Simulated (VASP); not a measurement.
A run of VASP 6.6.1 is set up as follows.

File INCAR:

```
ALGO = Normal ; EDIFF = 1E-8
ENCUT = 400 ; GGA = PS
GGA_COMPAT = F ; ISIF = 2
ISMEAR = -1 ; LASPH = T
LCHARG = F ; LEFG = T
LREAL = F ; LWAVE = F
NBANDS = 19 ; NELM = 120
PREC = Accurate ; SIGMA = 0.03
```

File KPOINTS:

```
k-points
0
Gamma
  18 18 9
```

File POSCAR:

```
Zn
1.0
    2.5614445404      0.0000000000      0.0000000000
   -1.2807222702      2.2182760424      0.0000000000
    0.0000000000      0.0000000000      4.7745270880
Zn
2
Direct
    0.3333333333      0.6666666667      0.2500000000
    0.6666666667      0.3333333333      0.7500000000
```

Potentials or basis: VASP PAW PBE potentials, release 64 (Zn).

Run with:

```sh
$ cat potpaw_PBE.64/Zn/POTCAR > POTCAR
$ mpirun -np 1 vasp_std > vasp.out
```

(1) Estimate the band gap on the k mesh.

(2) Predict the pressure.

Results:

(1) zero (bands 12 and 13 overlap by 4.70 eV).

(2) 4.7 GPa.

Caveat: the cell stands under pressure; without QUAD_EFG the Cq values of the log hold for a quadrupole moment of 1 mb, not for the nuclei; the PAW data sets were made with another functional, which shifts forces and pressure a little.
